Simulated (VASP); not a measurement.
Input of a VASP 6.6.1 run:

The input INCAR:

```
SYSTEM = Cu
PREC = Accurate
ENCUT = 520
EDIFF = 1E-6
ISMEAR = 0
SIGMA = 0.1
LREAL = .False.
LASPH = .True.
NELM = 60
ALGO = Normal
ISIF = 2
LWAVE = .False.
LCHARG = .False.
GGA = PE
NBANDS = 12
```

File KPOINTS:

```
regular mesh
0
Gamma
  20 20 20
  0 0 0
```

POSCAR

```
Cu
1.0
   -1.4269300287      1.4269300287      1.3517070945
    1.4269300287     -1.4269300287      1.3517070945
    1.4269300287      1.4269300287     -1.3517070945
Cu
1
Direct
    0.0000000000      0.0000000000      0.0000000000
```

Potentials or basis: VASP PAW PBE potentials, release 64 (Cu).

The run is started by

```console
$ cat potpaw_PBE.64/Cu/POTCAR > POTCAR
$ mpirun -np 1 vasp_std > vasp.out
```

Task: Predict the band gap on the k mesh.

Result: Zero (an odd number of electrons rules out a gap without spin polarisation).

Task: Predict the pressure.

Result: 15.5 GPa.

Caveat: the cell stands under pressure.
